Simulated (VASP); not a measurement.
# CsPbBr3 (P4/mmm) in VASP: a series of runs

Runs on CsPbBr3. Level: PBEsol. Tasks: single point.

Program: VASP 6.6.1. These are calculated values, not measurements. Logs are shortened: lines on timing, memory, paths and dates and some standing lists are left out, and cuts for length are marked.

**1. The cell of the first run**

The structure is tetragonal, space group P4/mmm (No. 123). The conventional cell has a = 5.958 Å, b = 5.958 Å, c = 6.046 Å, α = 90.00°, β = 90.00°, γ = 90.00°. Within 5.5 Å of Cs (site symmetry 4/mmm) lie 12 Br at 4.21 to 4.24 Å and 8 Pb at 5.19 Å. Within 3.9 Å of Pb (site symmetry 4/mmm) lie 6 Br at 2.98 to 3.02 Å. Within 3.9 Å of Br (site symmetry mmm) lie 2 Pb at 2.98 Å. Br (site symmetry 4/mmm) has 2 Pb at 3.02 Å within 4.0 Å.

**2. Single point, PBEsol (strain +0.015 along x and y, +0.030 along z)**

Input file INCAR:

```
SYSTEM = CsPbBr3
PREC = Accurate ; ENCUT = 520
EDIFF = 1E-6 ; ISMEAR = 0
SIGMA = 0.05 ; LREAL = .False.
LASPH = .True. ; NELM = 80
ALGO = Normal ; ISIF = 2
LWAVE = .False. ; LCHARG = .False.
GGA = PS ; NBANDS = 30
```

Input file KPOINTS:

```
regular mesh
0
Gamma
  6 6 6
  0 0 0
```

Input file POSCAR:

```
CsPbBr3
1.0
    5.9580500000      0.0000000000      0.0000000000
    0.0000000000      5.9580500000      0.0000000000
    0.0000000000      0.0000000000      6.0461000000
Cs Pb Br
1 1 3
Direct
    0.0000000000      0.0000000000      0.0000000000
    0.5000000000      0.5000000000      0.5000000000
    0.0000000000      0.5000000000      0.5000000000
    0.5000000000      0.0000000000      0.5000000000
    0.5000000000      0.5000000000      0.0000000000
```

Potentials or basis: VASP PAW PBE potentials, release 64 (Cs_sv, Pb_d, Br).

Started as:

```bash
> cat potpaw_PBE.64/Cs_sv/POTCAR potpaw_PBE.64/Pb_d/POTCAR potpaw_PBE.64/Br/POTCAR > POTCAR
> mpirun -np 1 vasp_std > vasp.out
```

OUTCAR:

```text
SYSTEM = CsPbBr3
   PREC = Accurate
   ENCUT = 520
   EDIFF = 1E-6
   ISMEAR = 0
   LREAL = .False.
   LASPH = .True.
   NELM = 80
   ISIF = 2
   GGA = PS

 ion  position               nearest neighbor table
   1  0.000  0.000  0.000-
   2  0.500  0.500  0.500-   3 2.98   4 2.98   4 2.98   3 2.98   5 3.02   5 3.02
   3  0.000  0.500  0.500-   2 2.98   2 2.98
   4  0.500  0.000  0.500-   2 2.98   2 2.98
   5  0.500  0.500  0.000-   2 3.02   2 3.02

  LATTYP: Found a simple tetragonal cell.
 ALAT       =     5.9580500000
 C/A-ratio  =     1.0147783251

  Lattice vectors:

 A1 = (   5.9580500000,   0.0000000000,   0.0000000000)
 A2 = (   0.0000000000,   5.9580500000,   0.0000000000)
 A3 = (   0.0000000000,   0.0000000000,   6.0461000000)

Analysis of symmetry for initial positions (statically):
=====================================================================
 Subroutine PRICEL returns:
 Original cell was already a primitive cell.

 Routine SETGRP: Setting up the symmetry group for a
 simple tetragonal supercell.

 Subroutine GETGRP returns: Found 16 space group operations
 (whereof 16 operations were pure point group operations)
 out of a pool of 16 trial point group operations.

The static configuration has the point symmetry D_4h.

Analysis of symmetry for dynamics (positions and initial velocities):
=====================================================================
 Subroutine PRICEL returns:
 Original cell was already a primitive cell.

 Routine SETGRP: Setting up the symmetry group for a
 simple tetragonal supercell.

 Subroutine GETGRP returns: Found 16 space group operations
 (whereof 16 operations were pure point group operations)
 out of a pool of 16 trial point group operations.

The dynamic configuration has the point symmetry D_4h.

 Subroutine INISYM returns: Found 16 space group operations
 (whereof 16 operations are pure point group operations),
 and found     1 'primitive' translations

----------------------------------------------------------------------------------------

                                     Primitive cell

  volume of cell :     214.6266

  direct lattice vectors                    reciprocal lattice vectors
     5.958050000  0.000000000  0.000000000     0.167840149  0.000000000  0.000000000
     0.000000000  5.958050000  0.000000000     0.000000000  0.167840149  0.000000000
     0.000000000  0.000000000  6.046100000     0.000000000  0.000000000  0.165395875

  length of vectors
     5.958050000  5.958050000  6.046100000     0.167840149  0.167840149  0.165395875

  position of ions in fractional coordinates (direct lattice)
     0.000000000  0.000000000  0.000000000
     0.500000000  0.500000000  0.500000000
     0.000000000  0.500000000  0.500000000
     0.500000000  0.000000000  0.500000000
     0.500000000  0.500000000  0.000000000

  ion indices of the primitive-cell ions
   primitive index   ion index
                 1           1
                 2           2
                 3           3
                 4           4
                 5           5

----------------------------------------------------------------------------------------

 KPOINTS: regular mesh

Automatic generation of k-mesh.
 Grid dimensions read from file:
 generate k-points for:    6    6    6

 Generating k-lattice:

  Cartesian coordinates                     Fractional coordinates (reciprocal lattice)
     0.027973358  0.000000000  0.000000000     0.166666667  0.000000000  0.000000000
     0.000000000  0.027973358  0.000000000     0.000000000  0.166666667  0.000000000
     0.000000000  0.000000000  0.027565979     0.000000000  0.000000000  0.166666667

  Length of vectors
     0.027973358  0.027973358  0.027565979

  Shift w.r.t. Gamma in fractional coordinates (k-lattice)
     0.000000000  0.000000000  0.000000000

 Subroutine IBZKPT returns following result:
 ===========================================

 Found     40 irreducible k-points:

 Following reciprocal coordinates:
            Coordinates               Weight
  0.000000  0.000000  0.000000      1.000000
  0.166667  0.000000  0.000000      4.000000
  0.333333  0.000000  0.000000      4.000000
  0.500000  0.000000  0.000000      2.000000
  0.166667  0.166667  0.000000      4.000000
  0.333333  0.166667  0.000000      8.000000
[... 16 lines left out ...]
  0.333333  0.000000  0.333333      8.000000
  0.500000  0.000000  0.333333      4.000000
 [... further k-points ...]
   k-points           NKPTS =     40   k-points in BZ     NKDIM =     40   number of bands    NBANDS=     30
   number of dos      NEDOS =    301   number of ions     NIONS =      5
   total plane-waves  NPLWV = 110592
   dimension x,y,z NGX =    48 NGY =   48 NGZ =   48
   dimension x,y,z NGXF=    96 NGYF=   96 NGZF=   96
   ions per type =               1   1   3
   NGX,Y,Z   is equivalent  to a cutoff of  13.39, 13.39, 13.20 a.u.
   NGXF,Y,Z  is equivalent  to a cutoff of  26.79, 26.79, 26.40 a.u.
 SYSTEM =  CsPbBr3
   PREC   = accura    normal or accurate (medium, high low for compatibility)
   ISTART =      0    job   : 0-new  1-cont  2-samecut
   ICHARG =      2    charge: 1-file 2-atom 10-const
   ISPIN  =      1    spin polarized calculation?
   LNONCOLLINEAR =      F non collinear calculations
   LSORBIT =      F    spin-orbit coupling
   LASPH  =      T    aspherical Exc in radial PAW
   ENCUT  =  520.0 eV  38.22 Ry    6.18 a.u.  11.08 11.08 11.24*2*pi/ulx,y,z
   NELM   =     80;   NELMIN=  2; NELMDL= -5     # of ELM steps
   EDIFF  = 0.1E-05   stopping-criterion for ELM
   LREAL  =      F    real-space projection
   EDIFFG = 0.1E-04   stopping-criterion for IOM
   NSW    =      0    number of steps for IOM
   IBRION =     -1    ionic relax: 0-MD 1-quasi-New 2-CG
   NFREE  =      0    steps in history (QN), initial steepest desc. (CG)
   ISIF   =      2    stress and relaxation
   ISYM   =      2    0-nonsym 1-usesym 2-fastsym
   POTIM  = 0.5000    time-step for ionic-motion
   TEBEG  =    0.0;   TEEND  =   0.0 temperature during run
   PSTRESS=    0.0 pullay stress
   NELECT =      44.0000    total number of electrons
   NUPDOWN=      -1.0000    fix difference up-down
   EMIN   =  10.00;   EMAX   =-10.00  energy-range for DOS
   EFERMI =   0.00;   METHOD = LEGACY
   ISMEAR =     0;   SIGMA  =   0.05  broadening in eV -4-tet -1-fermi 0-gaus
   EFERMI_NEDOS =   21; number of points for ismear=-14 and -15
   IALGO  =     38    algorithm
   IMIX   =      4    mixing-type and parameters
     AMIX     =   0.40;   BMIX     =  1.00
     AMIX_MAG =   1.60;   BMIX_MAG =  1.00
  volume/ion in A,a.u.               =      42.93       289.67
  Fermi-wavevector in a.u.,A,eV,Ry     =   0.965305  1.824162 12.678093  0.931814
  Thomas-Fermi vector in A             =   2.095010
   LORBIT       =      0    0 simple, 1 ext, 2 COOP (PROOUT), +10 PAW based schemes
   GGA     = PS    functional components
   LHFCALC =     F    Hartree Fock is set to
   AEXX    =    0.0000 exact exchange contribution
   IVDW    =     0    specifies the selected vdW correction
   LEPSILON=     F    determine dielectric tensor
   LRPA    =     F    only Hartree local field effects (RPA)
 non-spin polarized calculation
 Gauss-broadening in eV      SIGMA  =   0.05
  energy-cutoff  :      520.00
  volume of cell :      214.63
 maximum number of plane-waves:      5832
 NGX is ok and might be reduce to    48
   NGX = 23   NGY = 23   NGZ = 23

 number of electron      43.9999993 magnetization

 Free energy of the ion-electron system (eV)
  ---------------------------------------------------
  ext. energy  EPLUGINS =         0.00000000
  ---------------------------------------------------
  free energy    TOTEN  =       -16.76194093 eV

  energy without entropy =      -16.76194093  energy(sigma->0) =      -16.76194093

 E-fermi :   0.7770     XC(G=0):  -7.5610

 val. band max:        0.5413037992   @ k =   0.5000   0.5000   0.5000
 cond. band min:       2.1350653330   @ k =   0.5000   0.5000   0.5000
 fundamental gap:      1.5937615338
 Fermi energy:         0.7769665591

 k-point     1 :       0.0000    0.0000    0.0000
  band No.  band energies     occupation
      1     -20.6605      2.00000
      2     -16.0588      2.00000
      3     -16.0465      2.00000
      4     -15.9337      2.00000
      5     -15.9337      2.00000
      6     -15.9295      2.00000
[... 22 lines left out ...]
     29       6.1850      0.00000
     30       6.4300      0.00000

 k-point     2 :       0.1667    0.0000    0.0000
  band No.  band energies     occupation
      1     -20.6603      2.00000
      2     -16.0527      2.00000
      3     -16.0400      2.00000
      4     -15.9339      2.00000
      5     -15.9337      2.00000
      6     -15.9297      2.00000
[... 22 lines left out ...]
     29       5.7897      0.00000
     30       6.2569      0.00000

 k-point     3 :       0.3333    0.0000    0.0000
  band No.  band energies     occupation
      1     -20.6599      2.00000
      2     -16.0505      2.00000
      3     -16.0165      2.00000
      4     -15.9343      2.00000
      5     -15.9337      2.00000
      6     -15.9301      2.00000
[... 22 lines left out ...]
     29       5.9852      0.00000
     30       6.6729      0.00000

 k-point     4 :       0.5000    0.0000    0.0000
  band No.  band energies     occupation
      1     -20.6597      2.00000
      2     -16.0502      2.00000
      3     -16.0037      2.00000
      4     -15.9345      2.00000
      5     -15.9337      2.00000
      6     -15.9303      2.00000
[... 616 lines left out ...]
     29       6.1955      0.00000
     30       6.6555      0.00000

 k-point    23 :       0.3333    0.0000    0.3333
  band No.  band energies     occupation
      1     -20.6595      2.00000
      2     -16.0396      2.00000
      3     -15.9964      2.00000
      4     -15.9348      2.00000
      5     -15.9342      2.00000
      6     -15.9301      2.00000
[... 22 lines left out ...]
     29       6.5040      0.00000
     30       6.6419      0.00000

 k-point    24 :       0.5000    0.0000    0.3333
  band No.  band energies     occupation
      1     -20.6593      2.00000
      2     -16.0369      2.00000
      3     -15.9857      2.00000
      4     -15.9350      2.00000
      5     -15.9342      2.00000
      6     -15.9303      2.00000
[... 22 lines left out ...]
     29       6.6241      0.00000
     30       6.8551      0.00000

 [... further k-points ...]

------------------------ aborting loop because EDIFF is reached ----------------------------------------

  FORCE on cell =-STRESS in cart. coord.  units (eV):
  Direction    XX          YY          ZZ          XY          YZ          ZX
  --------------------------------------------------------------------------------------
  -------------------------------------------------------------------------------------
  Total       -1.2347364     -1.2347364     -1.8977335      0.0000000      0.0000000      0.0000000
  in kB       -9.2172469     -9.2172469    -14.1664876      0.0000000      0.0000000      0.0000000
  external PRESSURE =     -10.8669938 kB  Pullay stress =       0.0000000 kB

 VOLUME and BASIS-vectors are now :
 -----------------------------------------------------------------------------
  energy-cutoff  :      520.00
  volume of cell :      214.63
      direct lattice vectors                 reciprocal lattice vectors
     5.958050000  0.000000000  0.000000000     0.167840149  0.000000000  0.000000000
     0.000000000  5.958050000  0.000000000     0.000000000  0.167840149  0.000000000
     0.000000000  0.000000000  6.046100000     0.000000000  0.000000000  0.165395875

 POSITION                                       TOTAL-FORCE (eV/Angst)
 -----------------------------------------------------------------------------------
      0.00000      0.00000      0.00000         0.000000      0.000000      0.000000
      2.97903      2.97903      3.02305         0.000000      0.000000      0.000000
      0.00000      2.97903      3.02305         0.000000      0.000000      0.000000
      2.97903      0.00000      3.02305         0.000000      0.000000      0.000000
      2.97903      2.97903      0.00000         0.000000      0.000000      0.000000
 -----------------------------------------------------------------------------------
    total drift:                                0.000000     -0.000000     -0.000000

  FREE ENERGIE OF THE ION-ELECTRON SYSTEM (eV)
  ---------------------------------------------------
  free  energy   TOTEN  =       -16.7619409265 eV

  energy  without entropy=      -16.7619409265  energy(sigma->0) =      -16.76194093
```

Wall time 7.7 min (1 thread of Intel Xeon 8259CL, shared host); peak memory 0.48 GiB.

What came out:

```
Free energy            : -16.7619 eV
Pressure               : -1.1 GPa
Band gap on the k mesh : 1.59 eV
```

Levels at points of the mesh, in eV from the valence-band top:
```csv
k point,band 19,band 20,band 21,band 22,band 23,band 24,band 25,band 26
"(0.00, 0.00, 0.00)",-1.76,-1.68,-1.68,-1.68,3.16,4.39,4.42,5.10
"(0.50, 0.00, 0.00)",-1.88,-1.77,-1.76,-1.21,2.62,4.61,5.09,5.17
"(0.50, 0.50, 0.00)",-1.99,-1.95,-1.33,-0.56,2.16,2.16,4.69,5.36
"(0.00, 0.00, 0.50)",-1.88,-1.77,-1.77,-1.29,2.58,4.56,5.16,5.30
"(0.50, 0.00, 0.50)",-1.95,-1.94,-1.34,-0.63,2.12,2.20,4.93,5.36
"(0.50, 0.50, 0.50)",-1.33,-1.33,-1.32,0.00,1.59,1.68,1.68,4.68
```

Caveat: the cell differs from its parent crystal (strain +0.015 along x and y, +0.030 along z); the PAW data sets were made with another functional, which shifts forces and pressure a little; spin-orbit coupling is left out, which moves the levels of the heavy elements.

(Continued in part 2 of 2.)
